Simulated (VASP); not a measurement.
# Pt (Fm-3m) in VASP: notebook, part 2 of 2

VASP 6.6.1. Earlier steps stand in the parts before.

### 4 Band structure, LAK

This run uses another cell than the first one, of 15.08 Å³/atom.

INCAR reads:

```
SYSTEM = Pt
  METAGGA = LAK
  ISMEAR = 1
  SIGMA = 0.05
  LWAVE = .FALSE.
  LCHARG = .FALSE.
  NBANDS = 29
  PREC = Accurate
  LASPH = .TRUE.
  LREAL = .FALSE.
  ALGO = Normal
  EDIFF = 1E-7
  NELM = 120
  GGA_COMPAT = .FALSE.
  ENCUT = 460
  LMAXMIX = 4
  LMIXTAU = .TRUE.
```

KPOINTS reads:

```
Automatic mesh
0
Gamma
  27 27 27
  0 0 0
```

KPOINTS_OPT reads:

```
path GXWKGLUWLK,UX
12
line-mode
reciprocal
 0.0000000000  0.0000000000  0.0000000000  G
 0.5000000000  0.0000000000  0.5000000000  X

 0.5000000000  0.0000000000  0.5000000000  X
 0.5000000000  0.2500000000  0.7500000000  W

 0.5000000000  0.2500000000  0.7500000000  W
 0.3750000000  0.3750000000  0.7500000000  K

 0.3750000000  0.3750000000  0.7500000000  K
 0.0000000000  0.0000000000  0.0000000000  G

 0.0000000000  0.0000000000  0.0000000000  G
 0.5000000000  0.5000000000  0.5000000000  L

 0.5000000000  0.5000000000  0.5000000000  L
 0.6250000000  0.2500000000  0.6250000000  U

 0.6250000000  0.2500000000  0.6250000000  U
 0.5000000000  0.2500000000  0.7500000000  W

 0.5000000000  0.2500000000  0.7500000000  W
 0.5000000000  0.5000000000  0.5000000000  L

 0.5000000000  0.5000000000  0.5000000000  L
 0.3750000000  0.3750000000  0.7500000000  K

 0.6250000000  0.2500000000  0.6250000000  U
 0.5000000000  0.0000000000  0.5000000000  X
```

POSCAR reads:

```
Pt
1.0
    0.0000000000      1.9609000000      1.9609000000
    1.9609000000      0.0000000000      1.9609000000
    1.9609000000      1.9609000000      0.0000000000
Pt
1
Direct
    0.0000000000      0.0000000000      0.0000000000
```

Potentials or basis: VASP PAW PBE potentials, release 64 (Pt).

Launch:

```console
> cat potpaw_PBE.64/Pt/POTCAR > POTCAR
> mpirun -np 1 vasp_std > vasp.out
```

OUTCAR:

```text
SYSTEM = Pt
   METAGGA = LAK
   ISMEAR = 1
   PREC = Accurate
   LASPH = .TRUE.
   LREAL = .FALSE.
   EDIFF = 1E-7
   NELM = 120
   ENCUT = 460

 ion  position               nearest neighbor table
   1  0.000  0.000  0.000-

  LATTYP: Found a face centered cubic cell.
 ALAT       =     3.9218000000

  Lattice vectors:

 A1 = (   0.0000000000,   1.9609000000,   1.9609000000)
 A2 = (   1.9609000000,   0.0000000000,   1.9609000000)
 A3 = (   1.9609000000,   1.9609000000,   0.0000000000)

Analysis of symmetry for initial positions (statically):
=====================================================================
 Subroutine PRICEL returns:
 Original cell was already a primitive cell.

 Routine SETGRP: Setting up the symmetry group for a
 face centered cubic supercell.

 Subroutine GETGRP returns: Found 48 space group operations
 (whereof 48 operations were pure point group operations)
 out of a pool of 48 trial point group operations.

The static configuration has the point symmetry O_h .

Analysis of symmetry for dynamics (positions and initial velocities):
=====================================================================
 Subroutine PRICEL returns:
 Original cell was already a primitive cell.

 Routine SETGRP: Setting up the symmetry group for a
 face centered cubic supercell.

 Subroutine GETGRP returns: Found 48 space group operations
 (whereof 48 operations were pure point group operations)
 out of a pool of 48 trial point group operations.

The dynamic configuration has the point symmetry O_h .

 Subroutine INISYM returns: Found 48 space group operations
 (whereof 48 operations are pure point group operations),
 and found     1 'primitive' translations

----------------------------------------------------------------------------------------

                                     Primitive cell

  volume of cell :      15.0798

  direct lattice vectors                    reciprocal lattice vectors
     0.000000000  1.960900000  1.960900000    -0.254984956  0.254984956  0.254984956
     1.960900000  0.000000000  1.960900000     0.254984956 -0.254984956  0.254984956
     1.960900000  1.960900000  0.000000000     0.254984956  0.254984956 -0.254984956

  length of vectors
     2.773131374  2.773131374  2.773131374     0.441646899  0.441646899  0.441646899

  position of ions in fractional coordinates (direct lattice)
     0.000000000  0.000000000  0.000000000

  ion indices of the primitive-cell ions
   primitive index   ion index
                 1           1

----------------------------------------------------------------------------------------

 KPOINTS: Automatic mesh

Automatic generation of k-mesh.
 Grid dimensions read from file:
 generate k-points for:   27   27   27

 Generating k-lattice:

  Cartesian coordinates                     Fractional coordinates (reciprocal lattice)
    -0.009443887  0.009443887  0.009443887     0.037037037  0.000000000  0.000000000
     0.009443887 -0.009443887  0.009443887     0.000000000  0.037037037  0.000000000
     0.009443887  0.009443887 -0.009443887     0.000000000  0.000000000  0.037037037

  Length of vectors
     0.016357293  0.016357293  0.016357293

  Shift w.r.t. Gamma in fractional coordinates (k-lattice)
     0.000000000  0.000000000  0.000000000

 Subroutine IBZKPT returns following result:
 ===========================================

 Found    560 irreducible k-points:

 Following reciprocal coordinates:
            Coordinates               Weight
  0.000000  0.000000  0.000000      1.000000
  0.037037  0.000000  0.000000      8.000000
  0.074074  0.000000  0.000000      8.000000
  0.111111  0.000000  0.000000      8.000000
  0.148148  0.000000  0.000000      8.000000
  0.185185  0.000000  0.000000      8.000000
[... 16 lines left out ...]
  0.333333  0.037037  0.000000     24.000000
  0.370370  0.037037  0.000000     24.000000
 [... further k-points ...]
   k-points           NKPTS =    560   k-points in BZ     NKDIM =    560   number of bands    NBANDS=     29
   number of dos      NEDOS =    301   number of ions     NIONS =      1
   total plane-waves  NPLWV =   8000
   dimension x,y,z NGX =    20 NGY =   20 NGZ =   20
   dimension x,y,z NGXF=    40 NGYF=   40 NGZF=   40
   ions per type =               1
   NGX,Y,Z   is equivalent  to a cutoff of  11.99, 11.99, 11.99 a.u.
   NGXF,Y,Z  is equivalent  to a cutoff of  23.98, 23.98, 23.98 a.u.
 SYSTEM =  Pt
   PREC   = accura    normal or accurate (medium, high low for compatibility)
   ISTART =      0    job   : 0-new  1-cont  2-samecut
   ICHARG =      2    charge: 1-file 2-atom 10-const
   ISPIN  =      1    spin polarized calculation?
   LNONCOLLINEAR =      F non collinear calculations
   LSORBIT =      F    spin-orbit coupling
   LASPH  =      T    aspherical Exc in radial PAW
   ENCUT  =  460.0 eV  33.81 Ry    5.81 a.u.   4.85  4.85  4.85*2*pi/ulx,y,z
   NELM   =    120;   NELMIN=  2; NELMDL= -5     # of ELM steps
   EDIFF  = 0.1E-06   stopping-criterion for ELM
   LREAL  =      F    real-space projection
   EDIFFG = 0.1E-05   stopping-criterion for IOM
   NSW    =      0    number of steps for IOM
   IBRION =     -1    ionic relax: 0-MD 1-quasi-New 2-CG
   NFREE  =      0    steps in history (QN), initial steepest desc. (CG)
   ISIF   =      2    stress and relaxation
   ISYM   =      2    0-nonsym 1-usesym 2-fastsym
   POTIM  = 0.5000    time-step for ionic-motion
   TEBEG  =    0.0;   TEEND  =   0.0 temperature during run

   SCALEE = 1.0000    scale energy and forces
   PSTRESS=    0.0 pullay stress
   NELECT =      10.0000    total number of electrons
   NUPDOWN=      -1.0000    fix difference up-down
   EMIN   =  10.00;   EMAX   =-10.00  energy-range for DOS
   EFERMI =   0.00;   METHOD = LEGACY
   ISMEAR =     1;   SIGMA  =   0.05  broadening in eV -4-tet -1-fermi 0-gaus
   EFERMI_NEDOS =   21; number of points for ismear=-14 and -15
   IALGO  =     38    algorithm
   IMIX   =      4    mixing-type and parameters
     AMIX     =   0.40;   BMIX     =  1.00
     AMIX_MAG =   1.60;   BMIX_MAG =  1.00
  volume/ion in A,a.u.               =      15.08       101.76
  Fermi-wavevector in a.u.,A,eV,Ry     =   1.427609  2.697791 27.729605  2.038068
  Thomas-Fermi vector in A             =   2.547760
   LORBIT       =      0    0 simple, 1 ext, 2 COOP (PROOUT), +10 PAW based schemes
   METAGGA = LAK    functional components
   LHFCALC =     F    Hartree Fock is set to
   AEXX    =    0.0000 exact exchange contribution
   IVDW    =     0    specifies the selected vdW correction
   LEPSILON=     F    determine dielectric tensor
   LRPA    =     F    only Hartree local field effects (RPA)

   CSHIFT  =0.1000    complex shift for real part using Kramers Kronig

   OMEGAMAX=  -1.0    maximum frequency
 non-spin polarized calculation
 Methfessel and Paxton  Order N= 1 SIGMA  =   0.05
  energy-cutoff  :      460.00
  volume of cell :       15.08
 maximum number of plane-waves:       347
   NGX =  9   NGY =  9   NGZ =  9

 number of electron      10.0000001 magnetization

 Free energy of the ion-electron system (eV)
  ---------------------------------------------------
  ext. energy  EPLUGINS =         0.00000000
  ---------------------------------------------------
  free energy    TOTEN  =        53.64253799 eV

  energy without entropy =       53.64253767  energy(sigma->0) =       53.64253788

 E-fermi :  11.2506     XC(G=0): -14.4721

 val. band max:       11.2495991915   @ k =  -0.3704   0.3704   0.0741
 cond. band min:      11.2541811834   @ k =   0.4074   0.0741   0.0370
 fundamental gap:      0.0045819919
 Fermi energy:        11.2506456618

 k-point     1 :       0.0000    0.0000    0.0000
  band No.  band energies     occupation
      1       0.8393      2.00000
      2       7.3570      2.00000
      3       7.3571      2.00000
      4       7.3571      2.00000
      5       9.4978      2.00000
      6       9.4978      2.00000
[... 9 lines left out ...]
     16      45.1853      0.00000
     17      45.1853      0.00000
[... 441 lines left out ...]
 k-point    24 :       0.3704    0.0370    0.0000
  band No.  band energies     occupation
      1       3.7229      2.00000
      2       7.4212      2.00000
      3       7.5169      2.00000
      4       8.4148      2.00000
      5      10.5902      2.00000
      6      10.7616      2.00000
[... 9 lines left out ...]
     16      45.1218      0.00000
     17      48.0219      0.00000

 [... further k-points ...]

 [bands above 17 left out]

------------------------ aborting loop because EDIFF is reached ----------------------------------------

  FORCE on cell =-STRESS in cart. coord.  units (eV):
  Direction    XX          YY          ZZ          XY          YZ          ZX
  --------------------------------------------------------------------------------------
  -------------------------------------------------------------------------------------
  Total        1.4658438      1.4658438      1.4658438      0.0000000      0.0000000      0.0000000
  in kB      155.7406350    155.7406350    155.7406350      0.0000000      0.0000000      0.0000000
  external PRESSURE =     155.7406350 kB  Pullay stress =       0.0000000 kB

 VOLUME and BASIS-vectors are now :
 -----------------------------------------------------------------------------
  energy-cutoff  :      460.00
  volume of cell :       15.08
      direct lattice vectors                 reciprocal lattice vectors
     0.000000000  1.960900000  1.960900000    -0.254984956  0.254984956  0.254984956
     1.960900000  0.000000000  1.960900000     0.254984956 -0.254984956  0.254984956
     1.960900000  1.960900000  0.000000000     0.254984956  0.254984956 -0.254984956

 POSITION                                       TOTAL-FORCE (eV/Angst)
 -----------------------------------------------------------------------------------
      0.00000      0.00000      0.00000         0.000000      0.000000      0.000000
 -----------------------------------------------------------------------------------
    total drift:                                0.000000      0.000000      0.000000

  FREE ENERGIE OF THE ION-ELECTRON SYSTEM (eV)
  ---------------------------------------------------
  free  energy   TOTEN  =        53.6425379900 eV

  energy  without entropy=       53.6425376745  energy(sigma->0) =       53.64253788
```

It took 8.1 min on 1 thread of Intel Xeon 6975P-C (Granite Rapids), shared host; peak memory 0.35 GiB.

What came out:

```
Free energy             : 53.6425 eV
Pressure                : 15.6 GPa
Band gap along the path : zero within the smearing
```

Levels at the corners of the path, in eV from the Fermi level:
| point | band 2 | band 3 | band 4 | band 5 | band 6 | band 7 | band 8 | band 9 |
| --- | --- | --- | --- | --- | --- | --- | --- | --- |
| Γ | -3.89 | -3.89 | -3.89 | -1.75 | -1.75 | 15.55 | 20.84 | 20.84 |
| X | -6.83 | -0.05 | 0.55 | 0.55 | 2.20 | 9.38 | 12.28 | 12.28 |
| X | -6.83 | -0.05 | 0.55 | 0.55 | 2.20 | 9.38 | 12.28 | 12.28 |
| W | -4.65 | -4.65 | -2.09 | 0.56 | 7.57 | 8.95 | 8.95 | 12.88 |
| W | -4.65 | -4.65 | -2.09 | 0.56 | 7.57 | 8.95 | 8.95 | 12.88 |
| K | -5.58 | -2.86 | -1.40 | -0.14 | 6.21 | 7.28 | 10.80 | 15.68 |
| K | -5.58 | -2.86 | -1.40 | -0.14 | 6.21 | 7.28 | 10.80 | 15.68 |
| Γ | -3.89 | -3.89 | -3.89 | -1.75 | -1.75 | 15.55 | 20.84 | 20.84 |
| Γ | -3.89 | -3.89 | -3.89 | -1.75 | -1.75 | 15.55 | 20.84 | 20.84 |
| L | -3.99 | -3.99 | -0.06 | 0.04 | 0.04 | 6.21 | 15.17 | 20.15 |
| L | -3.99 | -3.99 | -0.06 | 0.04 | 0.04 | 6.21 | 15.17 | 20.15 |
| U | -5.58 | -2.86 | -1.40 | -0.14 | 6.21 | 7.28 | 10.80 | 15.68 |
| U | -5.58 | -2.86 | -1.40 | -0.14 | 6.21 | 7.28 | 10.80 | 15.68 |
| W | -4.65 | -4.65 | -2.09 | 0.56 | 7.57 | 8.95 | 8.95 | 12.88 |
| W | -4.65 | -4.65 | -2.09 | 0.56 | 7.57 | 8.95 | 8.95 | 12.88 |
| L | -3.99 | -3.99 | -0.06 | 0.04 | 0.04 | 6.21 | 15.17 | 20.15 |
| L | -3.99 | -3.99 | -0.06 | 0.04 | 0.04 | 6.21 | 15.17 | 20.15 |
| K | -5.58 | -2.86 | -1.40 | -0.14 | 6.21 | 7.28 | 10.80 | 15.68 |
| U | -5.58 | -2.86 | -1.40 | -0.14 | 6.21 | 7.28 | 10.80 | 15.68 |
| X | -6.83 | -0.05 | 0.55 | 0.55 | 2.20 | 9.38 | 12.28 | 12.28 |

Caveat: the cell stands under pressure; the PAW data sets were made with another functional, which shifts forces and pressure a little; spin-orbit coupling is left out, which moves the levels of the heavy elements.
